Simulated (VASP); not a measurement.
# Cl in VASP: further runs

Cl is run at these levels: PBE+D3(BJ); tasks: single point.

Everything below comes from runs of VASP 6.6.1. Logs are shortened: lines on timing, memory, paths and dates and some standing lists are left out, and cuts for length are marked.

## (1) The cell of the first run

The cell holds a disordered packing, 12 atoms: a = 7.663 Å, b = 7.663 Å, c = 7.663 Å, α = 90.00°, β = 90.00°, γ = 90.00°.

## (2) Single point, PBE+D3(BJ)

Contents of INCAR:

```
  PREC = Accurate
  ENCUT = 520
  EDIFF = 1E-6
  ISMEAR = -1
  SIGMA = 0.02
  LREAL = F
  LASPH = T
  NELM = 100
  ALGO = Normal
  ISIF = 2
  LWAVE = F
  LCHARG = F
  GGA = PE
  IVDW = 12
  NBANDS = 54
```

Contents of KPOINTS:

```
Automatic mesh
0
Gamma
  1 1 1
```

Contents of POSCAR:

```
Cl
1.0
    7.6630940000      0.0000000000      0.0000000000
    0.0000000000      7.6630940000      0.0000000000
    0.0000000000      0.0000000000      7.6630940000
Cl
12
Direct
    0.4363079111      0.3195045030      0.2235713188
    0.3578122332      0.3709085526     -0.0207512005
    0.5675090344      0.5836812814      0.6304331975
    0.4966127963      0.7405433544      0.4317881032
    0.8510246837      0.3893733739      0.9893025403
    0.9642868014      0.3502500696      0.7565195225
    0.0327191443      0.8600292511      0.6908806317
    0.0192893475      0.8657035070      0.4099758485
    0.6579980094     -0.1269236130      1.0506522290
    0.6374678740      0.0048298625      0.8234508884
    0.0278574445      0.8644854186      0.0508714440
    0.3099287201      0.8609985390      0.0688870765
```

Potentials or basis: VASP PAW PBE potentials, release 64 (Cl).

On the command line:

```
> cat potpaw_PBE.64/Cl/POTCAR > POTCAR
> mpirun -np 1 vasp_gam > vasp.out
```

OUTCAR:

```text
PREC = Accurate
   ENCUT = 520
   EDIFF = 1E-6
   ISMEAR = -1
   LREAL = F
   LASPH = T
   NELM = 100
   ISIF = 2
   GGA = PE
   IVDW = 12
 IVDW          = 12

 ion  position               nearest neighbor table
   1  0.436  0.320  0.224-   2 2.01
   2  0.358  0.371  0.979-   1 2.01
   3  0.568  0.584  0.630-   4 2.01
   4  0.497  0.741  0.432-   3 2.01
   5  0.851  0.389  0.989-   6 2.01
   6  0.964  0.350  0.757-   5 2.01
   7  0.033  0.860  0.691-   8 2.16
   8  0.019  0.866  0.410-   7 2.16
   9  0.658  0.873  0.051-  10 2.02
  10  0.637  0.005  0.823-   9 2.02
  11  0.028  0.864  0.051-  12 2.17
  12  0.310  0.861  0.069-  11 2.17

  LATTYP: Found a simple cubic cell.
 ALAT       =     7.6630940000

  Lattice vectors:

 A1 = (   7.6630940000,   0.0000000000,   0.0000000000)
 A2 = (   0.0000000000,   7.6630940000,   0.0000000000)
 A3 = (   0.0000000000,   0.0000000000,   7.6630940000)

Analysis of symmetry for initial positions (statically):
=====================================================================
 Subroutine PRICEL returns:
 Original cell was already a primitive cell.

 Routine SETGRP: Setting up the symmetry group for a
 simple cubic supercell.

 Subroutine GETGRP returns: Found  1 space group operations
 (whereof  1 operations were pure point group operations)
 out of a pool of 48 trial point group operations.

The static configuration has the point symmetry C_1 .

Analysis of symmetry for dynamics (positions and initial velocities):
=====================================================================
 Subroutine PRICEL returns:
 Original cell was already a primitive cell.

 Routine SETGRP: Setting up the symmetry group for a
 simple cubic supercell.

 Subroutine GETGRP returns: Found  1 space group operations
 (whereof  1 operations were pure point group operations)
 out of a pool of 48 trial point group operations.

The dynamic configuration has the point symmetry C_1 .

 Subroutine INISYM returns: Found  1 space group operations
 (whereof  1 operations are pure point group operations),
 and found     1 'primitive' translations

----------------------------------------------------------------------------------------

                                     Primitive cell

  volume of cell :     449.9999

  direct lattice vectors                    reciprocal lattice vectors
     7.663094000  0.000000000  0.000000000     0.130495594  0.000000000  0.000000000
     0.000000000  7.663094000  0.000000000     0.000000000  0.130495594  0.000000000
     0.000000000  0.000000000  7.663094000     0.000000000  0.000000000  0.130495594

  length of vectors
     7.663094000  7.663094000  7.663094000     0.130495594  0.130495594  0.130495594

  position of ions in fractional coordinates (direct lattice)
     0.436307911  0.319504503  0.223571319
     0.357812233  0.370908553  0.979248799
     0.567509034  0.583681281  0.630433197
     0.496612796  0.740543354  0.431788103
     0.851024684  0.389373374  0.989302540
     0.964286801  0.350250070  0.756519522
     0.032719144  0.860029251  0.690880632
     0.019289347  0.865703507  0.409975848
     0.657998009  0.873076387  0.050652229
     0.637467874  0.004829863  0.823450888
     0.027857445  0.864485419  0.050871444
     0.309928720  0.860998539  0.068887076

  ion indices of the primitive-cell ions
   primitive index   ion index
                 1           1
                 2           2
                 3           3
                 4           4
                 5           5
                 6           6
                 7           7
                 8           8
                 9           9
                10          10
                11          11
                12          12

----------------------------------------------------------------------------------------

 KPOINTS: Automatic mesh

Automatic generation of k-mesh.
 Grid dimensions read from file:
 generate k-points for:    1    1    1

 Generating k-lattice:

  Cartesian coordinates                     Fractional coordinates (reciprocal lattice)
     0.130495594  0.000000000  0.000000000     1.000000000  0.000000000  0.000000000
     0.000000000  0.130495594  0.000000000     0.000000000  1.000000000  0.000000000
     0.000000000  0.000000000  0.130495594     0.000000000  0.000000000  1.000000000

  Length of vectors
     0.130495594  0.130495594  0.130495594

  Shift w.r.t. Gamma in fractional coordinates (k-lattice)
     0.000000000  0.000000000  0.000000000

 Subroutine IBZKPT returns following result:
 ===========================================

 Found      1 irreducible k-points:

 Following reciprocal coordinates:
            Coordinates               Weight
  0.000000  0.000000  0.000000      1.000000
   k-points           NKPTS =      1   k-points in BZ     NKDIM =      1   number of bands    NBANDS=     54
   number of dos      NEDOS =    301   number of ions     NIONS =     12
   total plane-waves  NPLWV = 216000
   dimension x,y,z NGX =    60 NGY =   60 NGZ =   60
   dimension x,y,z NGXF=   120 NGYF=  120 NGZF=  120
   ions per type =              12
   NGX,Y,Z   is equivalent  to a cutoff of  13.02, 13.02, 13.02 a.u.
   NGXF,Y,Z  is equivalent  to a cutoff of  26.03, 26.03, 26.03 a.u.
 SYSTEM =  unknown system
   PREC   = accura    normal or accurate (medium, high low for compatibility)
   ISTART =      0    job   : 0-new  1-cont  2-samecut
   ICHARG =      2    charge: 1-file 2-atom 10-const
   ISPIN  =      1    spin polarized calculation?
   LNONCOLLINEAR =      F non collinear calculations
   LSORBIT =      F    spin-orbit coupling
   LASPH  =      T    aspherical Exc in radial PAW
   ENCUT  =  520.0 eV  38.22 Ry    6.18 a.u.  14.25 14.25 14.25*2*pi/ulx,y,z
   NELM   =    100;   NELMIN=  2; NELMDL= -5     # of ELM steps
   EDIFF  = 0.1E-05   stopping-criterion for ELM
   LREAL  =      F    real-space projection
[... 7 lines left out ...]
   TEBEG  =    0.0;   TEEND  =   0.0 temperature during run
   PSTRESS=    0.0 pullay stress
   NELECT =      84.0000    total number of electrons
   NUPDOWN=      -1.0000    fix difference up-down
   EMIN   =  10.00;   EMAX   =-10.00  energy-range for DOS
   EFERMI =   0.00;   METHOD = LEGACY
   ISMEAR =    -1;   SIGMA  =   0.02  broadening in eV -4-tet -1-fermi 0-gaus
   EFERMI_NEDOS =   21; number of points for ismear=-14 and -15
   IALGO  =     38    algorithm
   IMIX   =      4    mixing-type and parameters
     AMIX     =   0.40;   BMIX     =  1.00
     AMIX_MAG =   1.60;   BMIX_MAG =  1.00
  volume/ion in A,a.u.               =      37.50       253.06
  Fermi-wavevector in a.u.,A,eV,Ry     =   0.935615  1.768056 11.910202  0.875375
  Thomas-Fermi vector in A             =   2.062540
   LORBIT       =      0    0 simple, 1 ext, 2 COOP (PROOUT), +10 PAW based schemes
   GGA     = PE    functional components
   LHFCALC =     F    Hartree Fock is set to
   AEXX    =    0.0000 exact exchange contribution
   IVDW    =    12    specifies the selected vdW correction
   LEPSILON=     F    determine dielectric tensor
   LRPA    =     F    only Hartree local field effects (RPA)
 non-spin polarized calculation
  energy-cutoff  :      520.00
  volume of cell :      450.00
 maximum number of plane-waves:      6075
 NGX is ok and might be reduce to    60
   NGX = 29   NGY = 29   NGZ = 29

 number of electron      84.0000004 magnetization

 Free energy of the ion-electron system (eV)
  ---------------------------------------------------
  ext. energy  EPLUGINS =         0.00000000
  ---------------------------------------------------
  free energy    TOTEN  =       -22.67562624 eV

  energy without entropy =      -22.67562624  energy(sigma->0) =      -22.67562624

 E-fermi :  -1.2593     XC(G=0):  -6.5130

 val. band max:       -1.7979992544   @ k =   0.0000   0.0000   0.0000
 cond. band min:      -0.2814546663   @ k =   0.0000   0.0000   0.0000
 fundamental gap:      1.5165445881
 Fermi energy:        -1.2593237156

 k-point     1 :       0.0000    0.0000    0.0000
  band No.  band energies     occupation
      1     -19.4691      2.00000
      2     -18.5258      2.00000
      3     -18.4504      2.00000
      4     -18.4246      2.00000
      5     -17.8815      2.00000
      6     -16.7923      2.00000
[... 46 lines left out ...]
     53       6.4459      0.00000
     54       6.4810      0.00000

------------------------ aborting loop because EDIFF is reached ----------------------------------------

 Edisp (eV)   -1.36013

 E8    (eV) :    -0.4498

  FORCE on cell =-STRESS in cart. coord.  units (eV):
  Direction    XX          YY          ZZ          XY          YZ          ZX
  --------------------------------------------------------------------------------------
  -------------------------------------------------------------------------------------
  Total      -4.00841     0.34178    -7.24551     0.00133     0.84429    -0.37158
  in kB     -14.27153     1.21687   -25.79687     0.00472     3.00600    -1.32296
  external pressure =      -12.95 kB  Pullay stress =        0.00 kB

 VOLUME and BASIS-vectors are now :
 -----------------------------------------------------------------------------
  energy-cutoff  :      520.00
  volume of cell :      450.00
      direct lattice vectors                 reciprocal lattice vectors
     7.663094000  0.000000000  0.000000000     0.130495594  0.000000000  0.000000000
     0.000000000  7.663094000  0.000000000     0.000000000  0.130495594  0.000000000
     0.000000000  0.000000000  7.663094000     0.000000000  0.000000000  0.130495594

 POSITION                                       TOTAL-FORCE (eV/Angst)
 -----------------------------------------------------------------------------------
      3.34347      2.44839      1.71325         0.001310     -0.011285     -0.246446
      2.74195      2.84231      7.50408         0.009456     -0.012708      0.227758
      4.34888      4.47280      4.83107        -0.051368      0.170327     -0.293934
      3.80559      5.67485      3.30883         0.029275     -0.169180      0.287990
      6.52148      2.98380      7.58112         0.105418     -0.000109     -0.248653
      7.38942      2.68400      5.79728        -0.105866      0.029982      0.268601
      0.25073      6.59048      5.29428         0.025401     -0.016339     -0.161963
      0.14782      6.63397      3.14168        -0.007369     -0.007927      0.142390
      5.04230      6.69047      0.38815        -0.058286      0.115350     -0.303977
      4.88498      0.03701      6.31018         0.015347     -0.118351      0.301644
      0.21347      6.62463      0.38983         0.102868      0.008830      0.121405
      2.37501      6.59791      0.52789        -0.066186      0.011410     -0.094816
 -----------------------------------------------------------------------------------
    total drift:                               -0.000242      0.000648      0.000077

  FREE ENERGIE OF THE ION-ELECTRON SYSTEM (eV)
  ---------------------------------------------------
  free  energy   TOTEN  =       -24.0357531864 eV

  energy  without entropy=      -24.0357531864  energy(sigma->0) =      -24.03575319
```

Run time: 42 s. Hardware: 1 thread of Intel Xeon Platinum 8259CL at 2.50GHz (Skylake/Cascade Lake), shared host; peak memory 0.44 GiB.

What came out:

```
Free energy                : -24.0358 eV
Pressure                   : -1.3 GPa
Largest force              : 0.344 eV/Å
Dispersion energy per atom : -0.113 eV
```

Forces in eV/Å, atoms in the order of the input:
```
Cl   0.001 -0.011 -0.246
Cl   0.009 -0.013  0.228
Cl  -0.051  0.170 -0.294
Cl   0.029 -0.169  0.288
Cl   0.105  0.000 -0.249
Cl  -0.106  0.030  0.269
Cl   0.025 -0.016 -0.162
Cl  -0.007 -0.008  0.142
Cl  -0.058  0.115 -0.304
Cl   0.015 -0.118  0.302
Cl   0.103  0.009  0.121
Cl  -0.066  0.011 -0.095
```

Levels at points of the mesh, in eV from the Fermi level:
```csv
k point,band 38,band 39,band 40,band 41,band 42,band 43,band 44,band 45,band 46,band 47
"(0.00, 0.00, 0.00)",-1.04,-1.01,-0.91,-0.60,-0.54,0.98,1.70,1.89,1.96,2.12
```

Caveat: the k points lie up to 0.82 Å⁻¹ apart, too coarse for converged energies, forces and pressures.

## (3) Single point, PBE+D3(BJ)

Contents of INCAR:

```
  PREC = Accurate
  ENCUT = 520
  EDIFF = 1E-7
  ISMEAR = -1
  SIGMA = 0.02
  LREAL = False
  LASPH = True
  NELM = 60
  ALGO = Normal
  ISIF = 2
  LWAVE = False
  LCHARG = False
  GGA = PE
  IVDW = 12
  NBANDS = 54
```

Contents of KPOINTS:

```
regular mesh
0
Gamma
  1 1 1
```

Contents of POSCAR:

```
Cl
1.0
    7.6630940000      0.0000000000      0.0000000000
    0.0000000000      7.6630940000      0.0000000000
    0.0000000000      0.0000000000      7.6630940000
Cl
12
Direct
    0.4504185907      0.2854982596      0.1942557406
    0.3223110665      0.3756315660     -0.0184651265
    0.5680212196      0.5544366283      0.6611037265
    0.4580525829      0.7152332987      0.4896064175
    0.8511053107      0.3328942592      0.9816922512
    0.9499426733      0.3681280694      0.7421023414
    0.0132061541      0.8997410184      0.6717652165
    0.0412235580      0.9093715932      0.3957539866
    0.6528564050     -0.0858921997      1.0468226019
    0.6241604240     -0.0174211617      0.7952140480
    0.0355600492      0.8893013710      0.0391747772
    0.3121454598      0.8917285890      0.0621289521
```

Potentials or basis: VASP PAW PBE potentials, release 64 (Cl).

On the command line:

```
> cat potpaw_PBE.64/Cl/POTCAR > POTCAR
> mpirun -np 1 vasp_gam > vasp.out
```

Wall time 47 s (1 thread of Intel Xeon Platinum 8259CL at 2.50GHz (Skylake/Cascade Lake), shared host); peak memory 0.44 GiB.

Results (log left out):

```yaml
Free_energy: -23.7056 eV
Pressure: -0.7 GPa
Largest_force: 0.757 eV/Å
Dispersion_energy_per_atom: -0.114 eV
```

Forces on the atoms (eV/Å):
```
Cl  -0.264  0.466 -0.328
Cl   0.251 -0.217  0.543
Cl   0.005  0.010 -0.150
Cl  -0.117  0.024 -0.133
Cl   0.009  0.140 -0.193
Cl   0.080 -0.020  0.258
Cl   0.745 -0.136 -0.001
Cl  -0.524 -0.140  0.098
Cl   0.175 -0.306 -0.390
Cl  -0.067  0.088  0.399
Cl  -0.349  0.259  0.069
Cl   0.056 -0.168 -0.172
```

Stress tensor (GPa, compression positive):
```
-0.69  0.01 -0.62
 0.01  0.62  0.25
-0.62  0.25 -1.94
```

Levels at points of the mesh, in eV from the Fermi level:
```tsv
k point	band 39	band 40	band 41	band 42	band 43	band 44	band 45	band 46
(0.00, 0.00, 0.00)	-0.95	-0.67	-0.56	-0.52	1.20	1.88	2.02	2.05
```

Caveat: the k points lie up to 0.82 Å⁻¹ apart, too coarse for converged energies, forces and pressures.

## (4) Single point, PBE+D3(BJ)

Contents of INCAR:

```
SYSTEM = Cl
PREC = Accurate ; ENCUT = 520
EDIFF = 1E-7 ; ISMEAR = -1
SIGMA = 0.02 ; LREAL = .FALSE.
LASPH = .TRUE. ; NELM = 100
ALGO = Normal ; ISIF = 2
LWAVE = .FALSE. ; LCHARG = .FALSE.
GGA = PE ; IVDW = 12
NBANDS = 54
```

Contents of KPOINTS:

```
Automatic mesh
0
G
  1 1 1
  0 0 0
```

Contents of POSCAR:

```
Cl
1.0
    7.6630940000      0.0000000000      0.0000000000
    0.0000000000      7.6630940000      0.0000000000
    0.0000000000      0.0000000000      7.6630940000
Cl
12
Direct
    0.4664173505      0.3377617448      0.2261488636
    0.2958335106      0.3438558890      0.0121882884
    0.6144385023      0.6056691984      0.6341172378
    0.4611453285      0.7280610156      0.4598925708
    0.8639330276      0.3261606865      0.9577202107
    1.0245861528      0.3841398787      0.7636863126
    0.0407537739      0.9017767497      0.6687638179
    0.0204617091      0.9129341230      0.3870368809
    0.6542657574     -0.0548994962      1.0143944469
    0.6264440969      0.0063420858      0.7654871518
    0.0218449624      0.9072445151     -0.0026360110
    0.3001137661      0.9083928763      0.0285785350
```

On the command line:

```
> cat potpaw_PBE.64/Cl/POTCAR > POTCAR
> mpirun -np 1 vasp_gam > vasp.out
```

It took 46 s on 1 thread of Intel Xeon Platinum 8259CL at 2.50GHz (Skylake/Cascade Lake), shared host; peak memory 0.44 GiB.

The run converged. Its results:

```
Free energy                : -23.6305 eV
Pressure                   : -0.8 GPa
Largest force              : 1.216 eV/Å
Dispersion energy per atom : -0.114 eV
```

Forces in eV/Å, atoms in the order of the input:
```
Cl  -0.588 -0.084 -0.917
Cl   0.837  0.291  0.832
Cl  -0.207 -0.131 -0.345
Cl   0.151 -0.043  0.259
Cl  -0.359  0.280  0.150
Cl   0.180  0.028 -0.071
Cl  -0.296  0.056 -0.633
Cl   0.085 -0.098 -0.167
Cl  -0.139 -0.535  0.018
Cl  -0.130  0.340 -0.163
Cl   0.366  0.015  0.969
Cl   0.100 -0.120  0.067
```

Stress tensor (GPa, compression positive):
```
-1.35  0.15 -0.60
 0.15  1.04  0.23
-0.60  0.23 -2.08
```

Levels at points of the mesh, in eV from the Fermi level:
| k point | band 39 | band 40 | band 41 | band 42 | band 43 | band 44 | band 45 | band 46 |
| --- | --- | --- | --- | --- | --- | --- | --- | --- |
| (0.00, 0.00, 0.00) | -0.92 | -0.67 | -0.58 | -0.51 | 1.48 | 1.80 | 1.83 | 1.99 |

Caveat: the k points lie up to 0.82 Å⁻¹ apart, too coarse for converged energies, forces and pressures.

(Continued in part 2 of 2.)
